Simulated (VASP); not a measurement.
Input of a VASP 6.6.1 run:

INCAR

```
SYSTEM = Ir
PREC = Accurate
ENCUT = 520
EDIFF = 1E-6
ISMEAR = -1
SIGMA = 0.05
LREAL = .False.
LASPH = .True.
NELM = 100
ALGO = Normal
ISIF = 2
LWAVE = .False.
LCHARG = .False.
GGA = PS
NBANDS = 10
```

KPOINTS

```
Automatic mesh
0
Gamma
  24 24 24
  0 0 0
```

POSCAR

```
Ir
1.0
    0.0000000000      1.9087828396      1.9087828396
    1.9087828396      0.0000000000      1.9087828396
    1.9087828396      1.9087828396      0.0000000000
Ir
1
Direct
    0.0000000000      0.0000000000      0.0000000000
```

Potentials or basis: VASP PAW PBE potentials, release 64 (Ir).

Launch:

```sh
$ cat potpaw_PBE.64/Ir/POTCAR > POTCAR
$ mpirun -np 1 vasp_std > vasp.out
```

**Question.** Estimate the pressure.

**Answer.** 5.1 GPa.

**Question.** Predict the band gap on the k mesh.

**Answer.** Zero (an odd number of electrons rules out a gap without spin polarisation).

Caveat: the cell stands under pressure; the PAW data sets were made with another functional, which shifts forces and pressure a little; spin-orbit coupling is left out, which moves the levels of the heavy elements.
